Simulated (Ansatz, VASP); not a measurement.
Two plane-wave programs on ZrS

```
Zr S
1.0
     0.00000    2.61844    2.62500
     2.63156    0.00000    2.62500
     2.63156    2.61844    0.00000
Zr S
1 1
Direct
  0.00000 0.00000 0.00000
  0.50000 0.50000 0.50000
```

Change from the starting cell: strain +0.0025 x Voigt [1, -1, 0, 0, 0, 0], atoms carried along.

Alike in both runs: task single point; functional r2SCAN; k mesh 16 × 16 × 16; occupations gaussian, width 0.15 eV; no spin polarisation.

|  | VASP | Ansatz |
| --- | --- | --- |
| version | VASP 6.6.1 | Ansatz 0.2.0 |
| potentials or method | VASP PAW PBE potentials, release 64 (Zr_sv, S), cutoff 520 eV | scalar-relativistic, plane waves, PAW |
| valence electrons in the cell | 18 | 18 |

|  | VASP | Ansatz | Ansatz less VASP |
| --- | --- | --- | --- |
| gap on the k mesh at the Fermi level (eV) | none | none | - |
| pressure (GPa) | -2.0 | -2.0 | +0.01 |
| traceless stress, the component that is largest in VASP (GPa) | 0.65 | 0.65 | -0.001 |

VASP's potentials were made for PBE, not for r2SCAN. A gap of «none» marks a metal or a gap that the smearing closes.
